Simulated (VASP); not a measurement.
Wanted: the native input for a VASP 6.6.1 run.

| Property | Result |
| --- | --- |
| Task | single point |
| Functional | PBE |
| Potentials or basis | VASP PAW PBE potentials, release 64 (Rb_sv) |
| Cutoff | 520 eV |
| k mesh | 12 × 12 × 12 |
| Occupations | gaussian, width 0.1 eV |
| Spin | no spin polarisation |
| Dipole correction | no |
| Further INCAR settings | ALGO = Fast; EDIFF = 1e-06; NBANDS = 10 |

The structure of Rb lies in POSCAR:

```
Rb
1.0
    4.4217207070      0.0000000000      0.0000000000
    0.0000000000      4.4331260771      0.0000000000
    0.0000000000      0.0000000000      4.4420181314
Rb
1
Direct
    0.0000000000      0.0000000000      0.0000000000
```

This isn't the form of Rb at room conditions, which is bcc.

The input as run:

INCAR

```
ALGO     = Fast           # electronic algorithm
EDIFF    = 1E-6           # SCF threshold, eV
ENCUT    = 520            # plane-wave cutoff, eV
GGA      = PE             # functional
ISIF     = 2              # what is computed and relaxed
ISMEAR   = 0              # smearing method
LASPH    = T              # aspherical terms in the spheres
LCHARG   = T              # write CHGCAR
LELF     = T              # ELF
LREAL    = F              # projectors in reciprocal space
LVHAR    = T            
LWAVE    = F              # write WAVECAR
NBANDS   = 10             # bands
NELM     = 60             # most SCF steps
PREC     = Accurate       # precision mode
SIGMA    = 0.1            # smearing width, eV
```

KPOINTS

```
k-points
0
Gamma
  12 12 12
```

Potentials or basis: VASP PAW PBE potentials, release 64 (Rb_sv).

Launch:

```console
$ cat potpaw_PBE.64/Rb_sv/POTCAR > POTCAR
$ mpirun -np 1 vasp_std > vasp.out
```

It gave:

| Quantity | Value |
| --- | --- |
| Pressure | 0.3 GPa |
| Band gap on the k mesh | zero (an odd number of electrons rules out a gap without spin polarisation) |

Wall time 4 min on 1 thread of Oxide Virtual Turin-like Processor, on a shared host, peak memory 0.38 GiB.
